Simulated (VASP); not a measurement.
Input of a VASP 6.6.1 run:

Contents of INCAR:

```
SYSTEM = ZnO
PREC = Accurate ; ENCUT = 520
EDIFF = 1E-6 ; ISMEAR = 0
SIGMA = 0.05 ; LREAL = .False.
LASPH = .True. ; NELM = 100
ALGO = Normal ; ISIF = 2
LWAVE = .False. ; LCHARG = .False.
GGA = CA ; NBANDS = 26
```

File KPOINTS:

```
Automatic mesh
0
Gamma
  12 12 6
  0 0 0
```

POSCAR

```
ZnO
1.0
    3.1871780739      0.0000000000      0.0000000000
   -1.5935890369      2.7601771784      0.0000000000
    0.0000000000      0.0000000000      5.1531926628
Zn O
2 2
Direct
    0.3333333333      0.6666666667      0.0018514197
    0.6666666667      0.3333333333      0.5018514197
    0.3333333333      0.6666666667      0.4028559245
    0.6666666667      0.3333333333      0.9028559245
```

Potentials or basis: VASP PAW LDA potentials, release 64 (Zn, O).

The run is started by

```console
$ cat potpaw_LDA.64/Zn/POTCAR potpaw_LDA.64/O/POTCAR > POTCAR
$ mpirun -np 1 vasp_std > vasp.out
```

Task: Predict the largest force.

Result: 0.595 eV/Å.

Task: What does it give for the pressure?

Result: 2.2 GPa.

Task: Predict the band gap on the k mesh.

Result: 0.82 eV, direct.

Forces in eV/Å, atoms in the order of the input:
```
Zn   0.000  0.000  0.595
Zn   0.000  0.000  0.595
O    0.000  0.000 -0.595
O    0.000  0.000 -0.595
```
